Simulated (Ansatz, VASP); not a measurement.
## SiO2 in VASP and in Ansatz

```
CELL_PARAMETERS angstrom
4.11416 0.00000 0.00000
0.00000 4.11416 0.00000
0.00000 0.00000 2.54090
ATOMIC_POSITIONS crystal
Si 0.50000 0.50000 0.50000
Si 0.00000 0.00000 0.00000
O 0.69443 0.69443 0.00000
O 0.19443 0.80557 0.50000
O 0.30557 0.30557 0.00000
O 0.80557 0.19443 0.50000
```

Alike in both runs: task single point; functional LDA; k mesh 6 × 6 × 10; occupations gaussian, width 0.05 eV; no spin polarisation.

|  | VASP | Ansatz |
| --- | --- | --- |
| version | VASP 6.6.1 | Ansatz 0.2.0 |
| potentials or method | VASP PAW LDA potentials, release 64 (Si, O), cutoff 520 eV | scalar-relativistic, plane waves, PAW |
| valence electrons in the cell | 32 | 32 |

```tsv
	VASP	Ansatz	Ansatz less VASP
gap on the k mesh at the Fermi level (eV)	7.18	7.18	-0.002
least direct gap on the mesh (eV)	7.18	7.18	-0.002
rms of the force components (eV/Å)	0.199	0.172	-0.0270
```

Ansatz warns that its potentials were made for another functional, while VASP's fit it. LDA's correlation is that of Perdew and Zunger in VASP and of Perdew and Wang (1992) in Ansatz. Atom by atom the forces differ by 0.027 eV/Å (rms over components).
